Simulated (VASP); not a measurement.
# Al2O3 (P-3m1) in VASP: further runs, part 2 of 2

VASP 6.6.1. The steps go on from the part before.

### Step 3. Single point, r2SCAN

POSCAR

```
Al2O3
1.0
    2.8641420174      0.0000000000      0.0000000000
   -1.4320710087      2.4804197471      0.0000000000
    0.0000000000      0.0000000000      6.8332801002
Al O
2 3
Direct
    0.3333333333      0.6666666667      0.1993408385
    0.6666666667      0.3333333333      0.8006591615
    0.0000000000      0.0000000000      0.0000000000
    0.3333333333      0.6666666667      0.7032066470
    0.6666666667      0.3333333333      0.2967933530
```

INCAR.step1

```
  PREC = Accurate
  ENCUT = 520
  ISMEAR = 0
  SIGMA = 0.01
  LREAL = False
  LASPH = True
  NELM = 60
  NBANDS = 20
  GGA = PE
  ALGO = Normal
  EDIFF = 1E-4
  LWAVE = True
  LCHARG = False
```

INCAR.step2

```
  PREC = Accurate
  ENCUT = 520
  EDIFF = 1E-6
  ISMEAR = 0
  SIGMA = 0.01
  LREAL = False
  LASPH = True
  NELM = 60
  ALGO = Normal
  ISIF = 2
  LWAVE = False
  LCHARG = False
  METAGGA = R2SCAN
  LMIXTAU = True
  NBANDS = 20
  ISTART = 1
```

KPOINTS

```
regular mesh
0
Gamma
  12 12 4
```

Potentials or basis: VASP PAW PBE potentials, release 64 (Al, O).

Launch:

```sh
cat potpaw_PBE.64/Al/POTCAR potpaw_PBE.64/O/POTCAR > POTCAR
cp INCAR.step1 INCAR
mpirun -np 1 vasp_std > vasp.out
cp INCAR.step2 INCAR
mpirun -np 1 vasp_std > vasp.out
```

Wall time 2.3 min (1 thread of Intel Xeon 6975P-C (Granite Rapids), shared host); peak memory 0.2 GiB.

It converged, with:

| Quantity | Value |
| --- | --- |
| Free energy | -46.9706 eV |
| Pressure | -0.1 GPa |
| Largest force | 0.037 eV/Å |
| Band gap on the k mesh | 5.63 eV (least direct gap 5.67 eV) |

Forces on the atoms (eV/Å):
```
Al   0.000  0.000  0.023
Al   0.000  0.000 -0.023
O    0.000  0.000  0.000
O    0.000  0.000  0.037
O    0.000  0.000 -0.037
```

Stress tensor (GPa, compression positive):
```
 0.03  0.00  0.00
 0.00  0.03  0.00
 0.00  0.00 -0.49
```

Levels at points of the mesh, in eV from the valence-band top:
| k point | band 10 | band 11 | band 12 | band 13 | band 14 | band 15 |
| --- | --- | --- | --- | --- | --- | --- |
| (0.00, 0.00, 0.00) | -0.99 | -0.99 | -0.04 | 5.63 | 8.65 | 9.49 |
| (0.50, 0.00, 0.00) | -1.51 | -1.47 | -0.78 | 7.84 | 10.11 | 11.01 |
| (0.00, 0.00, 0.50) | -1.09 | -1.01 | -1.01 | 6.34 | 8.29 | 9.14 |
| (0.50, 0.00, 0.50) | -1.82 | -1.45 | -0.37 | 7.95 | 9.58 | 11.18 |

Caveat: the PAW data sets were made with another functional, which shifts forces and pressure a little. A k mesh can miss the band edges.

### Step 4. Single point, PBE

This run uses another cell than the first one, of 10.88 Å³/atom.

INCAR

```
PREC = Accurate ; ENCUT = 520
EDIFF = 1E-6 ; ISMEAR = -1
SIGMA = 0.02 ; LREAL = False
LASPH = True ; NELM = 60
ALGO = Normal ; ISIF = 2
LWAVE = False ; LCHARG = True
GGA = PE ; LELF = True
LVHAR = True ; NBANDS = 20
```

KPOINTS

```
Automatic mesh
0
Gamma
  12 12 6
```

POSCAR

```
Al2O3
1.0
    2.8882294715      0.0000000000      0.0000000000
   -1.4441147358      2.5012800943      0.0000000000
    0.0000000000      0.0000000000      7.5302785065
Al O
2 3
Direct
    0.3333333333      0.6666666667      0.1827987312
    0.6666666667      0.3333333333      0.8172012688
    0.0000000000      0.0000000000      0.0000000000
    0.3333333333      0.6666666667      0.7268084405
    0.6666666667      0.3333333333      0.2731915595
```

Potentials or basis: VASP PAW PBE potentials, release 64 (Al, O).

Launch:

```sh
cat potpaw_PBE.64/Al/POTCAR potpaw_PBE.64/O/POTCAR > POTCAR
mpirun -np 1 vasp_std > vasp.out
```

OUTCAR:

```text
PREC = Accurate
   ENCUT = 520
   EDIFF = 1E-6
   ISMEAR = -1
   LREAL = False
   LASPH = True
   NELM = 60
   ISIF = 2
   GGA = PE

 ion  position               nearest neighbor table
   1  0.333  0.667  0.183-   5 1.80   5 1.80   5 1.80   3 2.16   3 2.16   3 2.16   2 3.22   2 3.22
                             2 3.22
   2  0.667  0.333  0.817-   4 1.80   4 1.80   4 1.80   3 2.16   3 2.16   3 2.16   1 3.22   1 3.22
                             1 3.22
   3  0.000  0.000  0.000-   1 2.16   2 2.16   2 2.16   1 2.16   2 2.16   1 2.16
   4  0.333  0.667  0.727-   2 1.80   2 1.80   2 1.80
   5  0.667  0.333  0.273-   1 1.80   1 1.80   1 1.80

[... 756 lines left out ...]
  -------------------------------------------------------------------------------------
  Total        0.0508222      0.0508222     -0.0586814     -0.0000000      0.0000000      0.0000000
  in kB        1.4967832      1.4967832     -1.7282467     -0.0000000      0.0000000      0.0000000
  external PRESSURE =       0.4217732 kB  Pullay stress =       0.0000000 kB

 VOLUME and BASIS-vectors are now :
 -----------------------------------------------------------------------------
  energy-cutoff  :      520.00
  volume of cell :       54.40
      direct lattice vectors                 reciprocal lattice vectors
     2.888229471  0.000000000  0.000000000     0.346232877  0.199897645  0.000000000
    -1.444114736  2.501280094  0.000000000     0.000000000  0.399795290  0.000000000
     0.000000000  0.000000000  7.530278507     0.000000000  0.000000000  0.132797213

 POSITION                                       TOTAL-FORCE (eV/Angst)
 -----------------------------------------------------------------------------------
     -0.00000      1.66752      1.37653        -0.000000      0.000000      0.040307
      1.44411      0.83376      6.15375         0.000000     -0.000000     -0.040307
      0.00000      0.00000      0.00000         0.000000      0.000000      0.000000
     -0.00000      1.66752      5.47307        -0.000000      0.000000      0.029102
      1.44411      0.83376      2.05721         0.000000     -0.000000     -0.029102
 -----------------------------------------------------------------------------------
    total drift:                               -0.000000      0.000000      0.000000

  FREE ENERGIE OF THE ION-ELECTRON SYSTEM (eV)
  ---------------------------------------------------
  free  energy   TOTEN  =       -36.4771063128 eV

  energy  without entropy=      -36.4771063128  energy(sigma->0) =      -36.47710631
```

stdout:

```text
POSCAR found type information on POSCAR AlO
 POSCAR found :  2 types and       5 ions
 scaLAPACK will be used
 LDA part: xc-table for (Slater+PW92), standard interpolation
 POSCAR, INCAR and KPOINTS ok, starting setup
 FFT: planning ... GRIDC
 FFT: planning ... GRID_SOFT
 FFT: planning ... GRID
 WAVECAR not read
 entering main loop
```

Run time: 40 s. Hardware: 1 thread of Intel Xeon 6975P-C (Granite Rapids), shared host; peak memory 0.22 GiB.

What came out:

```
Free energy            : -36.4771 eV
Pressure               : 0.0 GPa
Largest force          : 0.040 eV/Å
Band gap on the k mesh : 4.73 eV (least direct gap 4.87 eV)
```

Forces on the atoms (eV/Å):
```
Al   0.000  0.000  0.040
Al   0.000  0.000 -0.040
O    0.000  0.000  0.000
O    0.000  0.000  0.029
O    0.000  0.000 -0.029
```

Stress tensor (GPa, compression positive):
```
 0.15  0.00  0.00
 0.00  0.15  0.00
 0.00  0.00 -0.17
```

### Step 5. Summary

```csv
level,cell,k mesh,smearing,gap on the mesh (eV),pressure (GPa),largest force (eV/Å)
r2SCAN,"a = 2.864, b = 2.864, c = 6.833 Å, angles 90.0, 90.0, 120.0°, 5 atoms, atomic positions A",12 × 12 × 4,fermi-dirac 0.02 eV,5.63,-0.1,0.04
r2SCAN,"a = 2.864, b = 2.864, c = 6.833 Å, angles 90.0, 90.0, 120.0°, 5 atoms, atomic positions A",12 × 12 × 4,gaussian 0.01 eV,5.63,-0.1,0.04
PBE,"a = 2.888, b = 2.888, c = 7.530 Å, angles 90.0, 90.0, 120.0°, 5 atoms, atomic positions B",12 × 12 × 6,fermi-dirac 0.02 eV,4.73,0.0,0.04
```

Alike in all rows: task single point; potentials or basis VASP PAW PBE potentials, release 64 (Al, O); no spin polarisation; cutoff (eV) 520.

Caveats: the PAW data sets were made with another functional, which shifts forces and pressure a little (at least some runs).

Absolute energies hang on the potentials; compare differences alone.
